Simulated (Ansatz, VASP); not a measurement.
Given: the input of a run of Ansatz 0.2.0 on CuO.

The input input.yaml:

```yaml
crystal:
  lattice:
    - [2.8795009639, 0.0, 0.0]
    - [0.039072758, 2.8792794796, 0.0]
    - [0.0174953863, 0.0172449008, 5.1763391994]
  atoms:
    - { symbol: Cu, position: [0.0, 0.5, 0.0] }
    - { symbol: Cu, position: [0.5, 0.0, 0.5] }
    - { symbol: O, position: [0.99842397, 0.00167178, 0.7498871] }
    - { symbol: O, position: [0.00157603, 0.99832822, 0.2501129] }
kpoints:
  mp_grid: { grid: [7, 7, 4] }
scf:
  occupations: { method: fermi_dirac, width: 0.05 }
hamiltonian:
  xc: pbe
  pseudopotentials: { kind: all_electron, lapw: { basis_error: 0.002 } }
output:
  forces: true
  stress: true
relax:
  f_tol: 0.01
  max_steps: 60
  cell: {}
```

Potentials or basis: all-electron LAPW, scalar-relativistic.

Launch:

```console
$ ansatz run input.yaml --threads 2 --pin off --max-ram 6144MiB --backend cpu --events-out ev --progress --plain --runs-dir out
```

Problem. Translate it to VASP 6.6.1. Potentials there: VASP PAW PBE potentials, release 64 (Cu, O).

Solution. As run (the cutoff follows the program's own potentials):

File INCAR:

```
SYSTEM = CuO
PREC     = Accurate       ! precision mode
ENCUT    = 600            ! plane-wave cutoff, eV
EDIFF    = 1E-6           ! SCF threshold, eV
ISMEAR   = -1             ! smearing method
SIGMA    = 0.05           ! smearing width, eV
LREAL    = .FALSE.        ! projectors in reciprocal space
LASPH    = .TRUE.         ! aspherical terms in the spheres
NELM     = 60             ! most SCF steps
ALGO     = Normal         ! electronic algorithm
ISIF     = 3              ! what is computed and relaxed
LWAVE    = .FALSE.        ! write WAVECAR
LCHARG   = .FALSE.        ! write CHGCAR
GGA      = PE             ! functional
IBRION   = 2              ! ionic algorithm
NSW      = 80             ! ionic steps
EDIFFG   = -0.01          ! ionic threshold
```

The input KPOINTS:

```
regular mesh
0
G
  7 7 4
  0 0 0
```

The input POSCAR:

```
CuO
1.0
    2.8795009639      0.0000000000      0.0000000000
    0.0390727580      2.8792794796      0.0000000000
    0.0174953863      0.0172449008      5.1763391994
Cu O
2 2
Direct
    0.0000000000      0.5000000000      0.0000000000
    0.5000000000      0.0000000000      0.5000000000
    0.9984239700      0.0016717800      0.7498871000
    0.0015760300      0.9983282200      0.2501129000
```

Potentials or basis: VASP PAW PBE potentials, release 64 (Cu, O).

Launch:

```console
$ cat potpaw_PBE.64/Cu/POTCAR potpaw_PBE.64/O/POTCAR > POTCAR
$ mpirun -np 1 vasp_std > vasp.out
```

Both were run:

|  | VASP | Ansatz | Ansatz less VASP |
| --- | --- | --- | --- |
| relaxed volume (Å³/atom) | 11.24 | 11.19 | -0.043 |
| relaxed cell length with the largest relative difference (Å) | 5.164 | 5.155 | -0.0090 |

Ansatz ran all-electron here, and VASP with PAW potentials.

Noted on Ansatz's run: the k mesh is thin for a metal, which can move the energy by tens of meV per atom.
